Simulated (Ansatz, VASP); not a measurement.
**WC in VASP and in Ansatz**

```
CELL_PARAMETERS angstrom
2.90650 0.00000 0.00000
-1.45325 2.51710 0.00000
0.00000 0.00000 2.83660
ATOMIC_POSITIONS crystal
W 0.00000 0.00000 0.03525
C 0.66667 0.33333 0.50000
```

Alike in both runs: task single point; functional PBE; k mesh 15 × 15 × 12; occupations gaussian, width 0.05 eV; no spin polarisation.

|  | VASP | Ansatz |
| --- | --- | --- |
| version | VASP 6.6.1 | Ansatz 0.2.0 |
| potentials or method | VASP PAW PBE potentials, release 64 (W_sv, C), cutoff 520 eV | scalar-relativistic, plane waves, PAW |
| valence electrons in the cell | 18 | 18 |

VASP gave:

```
gap on the k mesh at the Fermi level (eV)                     : none
pressure (GPa)                                                : 8.8
traceless stress, the component that is largest in VASP (GPa) : 0.73
rms of the force components (eV/Å)                            : 0.853
```

Which values does Ansatz return?

gap on the k mesh at the Fermi level (eV): none; pressure (GPa): 7.7; traceless stress, the component that is largest in VASP (GPa): 0.49; rms of the force components (eV/Å): 0.847.

Atom by atom the forces differ by 0.006 eV/Å (rms over components). A gap of «none» marks a metal or a gap that the smearing closes.

Spin-orbit coupling is off throughout.
